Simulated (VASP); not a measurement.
Input of a VASP 6.6.1 run:

The input INCAR:

```
PREC = Accurate
ENCUT = 520
EDIFF = 1E-6
ISMEAR = 0
SIGMA = 0.05
LREAL = F
LASPH = T
NELM = 150
ALGO = Fast
ISIF = 2
LWAVE = F
LCHARG = T
MAGMOM = 0 0 0
LORBIT = 11
LSORBIT = T
GGA_COMPAT = F
LORBMOM = T
LMAXMIX = 4
GGA = PE
LVHAR = T
NBANDS = 20
```

File KPOINTS:

```
regular mesh
0
Gamma
  8 8 8
```

Contents of POSCAR:

```
Ir
1.0
    0.0000000000      1.9200010851      1.9200010851
    1.9200010851      0.0000000000      1.9200010851
    1.9200010851      1.9200010851      0.0000000000
Ir
1
Direct
    0.0000000000      0.0000000000      0.0000000000
```

Potentials or basis: VASP PAW PBE potentials, release 64 (Ir).

The run is started by

```console
$ cat potpaw_PBE.64/Ir/POTCAR > POTCAR
$ mpirun -np 1 vasp_ncl > vasp.out
```

(1) What does it give for the pressure?

(2) Estimate the net moment.

Answers

(1) 11.9 GPa.

(2) 0.00 μB per cell.
